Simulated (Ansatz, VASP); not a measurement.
Ru in VASP and in Ansatz

The input POSCAR:

```
Ru
1.0
    0.0000000000      1.9150000000      2.0682000000
    1.9150000000      0.0000000000      2.0682000000
    1.9150000000      1.9150000000      0.0000000000
Ru
1
Direct
    0.0000000000      0.0000000000      0.0000000000
```

File INCAR.step1:

```
SYSTEM = Ru
ALGO = Normal
EDIFF = 1E-4
ENCUT = 520
GGA = PE
ISMEAR = 0
LASPH = .True.
LCHARG = .False.
LREAL = .False.
LWAVE = .True.
NBANDS = 13
NELM = 100
PREC = Accurate
SIGMA = 0.15
```

The input INCAR.step2:

```
SYSTEM = Ru
ALGO = Normal
EDIFF = 1E-7
ENCUT = 520
ISIF = 2
ISMEAR = 0
ISTART = 1
LASPH = .True.
LCHARG = .False.
LMIXTAU = .True.
LREAL = .False.
LWAVE = .False.
METAGGA = R2SCAN
NBANDS = 13
NELM = 100
PREC = Accurate
SIGMA = 0.15
```

File KPOINTS:

```
k-points
0
Gamma
  22 22 22
  0 0 0
```

Input for Ansatz:

```yaml
crystal:
  lattice:
    - [0.0, 1.915, 2.0682]
    - [1.915, 0.0, 2.0682]
    - [1.915, 1.915, 0.0]
  atoms:
    - { symbol: Ru, position: [0.0, 0.0, 0.0] }
basis:
  ecutwfc: 500
kpoints:
  mp_grid: { grid: [22, 22, 22] }
hamiltonian:
  xc: r2scan
scf:
  occupations: { method: gaussian, width: 0.15 }
output:
  forces: true
  stress: true
  eigenvalues: true
```

Change from the starting cell: strain +0.000 along x and y, +0.080 along z, atoms carried along.

Alike in both runs: task single point; functional r2SCAN; k mesh 22 × 22 × 22; occupations gaussian, width 0.15 eV; no spin polarisation.

|  | VASP | Ansatz |
| --- | --- | --- |
| version | VASP 6.6.1 | Ansatz 0.2.0 |
| potentials or method | VASP PAW PBE potentials, release 64 (Ru_pv), cutoff 520 eV | scalar-relativistic, plane waves, PAW |
| valence electrons in the cell | 14 | 16 |

```tsv
	VASP	Ansatz	Ansatz less VASP
gap on the k mesh at the Fermi level (eV)	none	none	-
pressure (GPa)	-26.9	-27.6	-0.78
traceless stress, the component that is largest in VASP (GPa)	-10.65	-10.62	+0.036
```

VASP's potentials were made for PBE, not for r2SCAN. A gap of «none» marks a metal or a gap that the smearing closes. VASP's potentials hold 14 valence electrons a cell and Ansatz's 16, so a difference there can come from the potentials and not from the codes.
